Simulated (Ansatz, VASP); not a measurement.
# One calculation of CdTe, two programs

```
CELL_PARAMETERS angstrom
0.00000 3.05557 3.05557
3.05557 0.00000 3.05557
3.05557 3.05557 0.00000
ATOMIC_POSITIONS crystal
Cd 0.50000 0.50000 0.50000
Te 0.00000 0.00000 0.00000
```

Alike in both runs: task single point; functional PBEsol; k mesh 8 × 8 × 8; occupations gaussian, width 0.05 eV; no spin polarisation.

```csv
,VASP,Ansatz
version,VASP 6.6.1,Ansatz 0.2.0
potentials or method,"VASP PAW PBE potentials, release 64 (Cd, Te), cutoff 520 eV","scalar-relativistic, plane waves, PAW"
valence electrons in the cell,18,36
```

Ansatz gave:

| Item | Value |
| --- | --- |
| pressure (GPa) | -2.8 |

Problem. What did VASP give for the same quantities?

Solution. Pressure (GPa): -2.6.

VASP's potentials were made for PBE, not for PBEsol. The functional is the same, so the differences come from potentials, cutoffs and numerics. VASP's potentials hold 18 valence electrons a cell and Ansatz's 36, so a difference there can come from the potentials and not from the codes.

Neither program's run includes spin-orbit coupling.
